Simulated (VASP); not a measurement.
Crystal: BaTaH4.

```
Ba Ta H
1.0
     3.05369    0.00000    0.00000
     0.00000    3.23619    0.00000
     0.00000    0.00000    6.86003
Ba Ta H
1 1 4
Direct
  0.00000 0.00000 0.96677
  0.00000 0.50000 0.44646
  0.50000 0.00000 0.37368
  0.50000 0.50000 0.85433
  0.50000 0.50000 0.24968
  0.50000 0.00000 0.60909
```

```yaml
Program: VASP 6.6.1
Task: relaxation of cell and atoms
Functional: PBE
Potentials_or_basis: VASP PAW PBE potentials, release 64 (Ba_sv, Ta_pv, H)
Cutoff: 600 eV
k_mesh: 6 × 6 × 4
Occupations: gaussian, width 0.1 eV
Spin: no spin polarisation
```

At the start: pressure 1.9 GPa; volume 11.30 Å³/atom.

Question: How do energy, volume and symmetry change on relaxing?

Answer: Over 8 steps the energy falls by 3.9 meV/atom and the volume is 11.53 Å³/atom (+2.0 %); space group Pmm2 (No. 25, to 0.1 Å) before and after.

The path:
| step | energy change (eV) | largest force (eV/Å) | pressure (GPa) | volume (Å³) |
| --- | --- | --- | --- | --- |
| 1 | 0.0000 | 0.1728 | 1.89 | 67.79 |
| 2 | -0.0154 | 0.1171 | 0.18 | 69.11 |
| 3 | -0.0166 | 0.1047 | -0.46 | 69.64 |
| 4 | -0.0196 | 0.0839 | -0.25 | 69.50 |
| 5 | -0.0207 | 0.0630 | -0.02 | 69.35 |
| 6 | -0.0207 | 0.0608 | 0.00 | 69.33 |
| 7 | -0.0217 | 0.0456 | -0.06 | 69.30 |
| 8 | -0.0231 | 0.0340 | -0.26 | 69.18 |

Final structure:
```
CELL_PARAMETERS angstrom
3.03605 0.00000 0.00000
0.00000 3.31240 0.00000
0.00000 0.00000 6.87920
ATOMIC_POSITIONS crystal
Ba 0.00000 0.00000 0.97380
Ta 0.00000 0.50000 0.45050
H 0.50000 0.00000 0.37368
H 0.50000 0.50000 0.84979
H 0.50000 0.50000 0.24773
H 0.50000 0.00000 0.60450
```
